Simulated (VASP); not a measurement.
**C: single point with PBE**

C, a wire with vacuum:

```xyz
24
Lattice="13.2000 0.0000 0.0000 0.0000 13.5000 0.0000 0.0000 0.0000 4.2722" Properties=species:S:1:pos:R:3 pbc="T T T"
C     8.9554    6.7500    2.8481
C     7.7777    8.7898    2.8481
C     8.6398    7.9277    0.7120
C     5.4223    8.7898    2.8481
C     6.6000    9.1054    0.7120
C     4.2446    6.7500    2.8481
C     4.5602    7.9277    0.7120
C     5.4223    4.7102    2.8481
C     4.5602    5.5723    0.7120
C     7.7777    4.7102    2.8481
C     6.6000    4.3946    0.7120
C     8.6398    5.5723    0.7120
C     8.6398    7.9277    3.5602
C     8.9554    6.7500    1.4241
C     6.6000    9.1054    3.5602
C     7.7777    8.7898    1.4241
C     4.5602    7.9277    3.5602
C     5.4223    8.7898    1.4241
C     4.5602    5.5723    3.5602
C     4.2446    6.7500    1.4241
C     6.6000    4.3946    3.5602
C     5.4223    4.7102    1.4241
C     8.6398    5.5723    3.5602
C     7.7777    4.7102    1.4241
```

```yaml
Program: VASP 6.6.1
Task: single point
Functional: PBE
Potentials_or_basis: VASP PAW PBE potentials, release 64 (C)
Cutoff: 520 eV
k_mesh: 1 × 1 × 18
Occupations: gaussian, width 0.05 eV
Spin: no spin polarisation
Dipole_correction: no
Further_INCAR_settings: LREAL = Auto; ALGO = Normal; EDIFF = 1e-07; NBANDS = 66
```

| Item | Value |
| --- | --- |
| Largest force | 1.065 eV/Å |
| Band gap on the k mesh | zero (bands 48 and 49 overlap by 0.36 eV) |

Forces in eV/Å, atoms in the order of the input:
```
C    0.656  0.000 -0.839
C    0.319  0.571 -0.829
C    0.570  0.323 -0.832
C   -0.319  0.571 -0.829
C    0.000  0.658 -0.832
C   -0.656  0.000 -0.839
C   -0.570  0.323 -0.832
C   -0.319 -0.571 -0.829
C   -0.570 -0.323 -0.832
C    0.319 -0.571 -0.829
C    0.000 -0.658 -0.832
C    0.570 -0.323 -0.832
C    0.570  0.323  0.832
C    0.656  0.000  0.839
C    0.000  0.658  0.832
C    0.319  0.571  0.829
C   -0.570  0.323  0.832
C   -0.319  0.571  0.829
C   -0.570 -0.323  0.832
C   -0.656  0.000  0.839
C    0.000 -0.658  0.832
C   -0.319 -0.571  0.829
C    0.570 -0.323  0.832
C    0.319 -0.571  0.829
```

Levels at points of the mesh, in eV from the Fermi level:
| k point | band 44 | band 45 | band 46 | band 47 | band 48 | band 49 | band 50 | band 51 | band 52 | band 53 |
| --- | --- | --- | --- | --- | --- | --- | --- | --- | --- | --- |
| (0.00, 0.00, 0.00) | -1.85 | -1.80 | -1.80 | -0.43 | 0.33 | 0.33 | 0.49 | 0.49 | 0.53 | 0.53 |
| (0.00, 0.00, 0.50) | -3.16 | -3.16 | -3.16 | -1.46 | -1.46 | 2.27 | 2.27 | 3.21 | 3.21 | 3.90 |

Wall time 8.7 min on 1 thread of Intel(R) Xeon(R) 6975P-C (Granite Rapids), with other jobs on the host, peak memory 0.77 GiB.
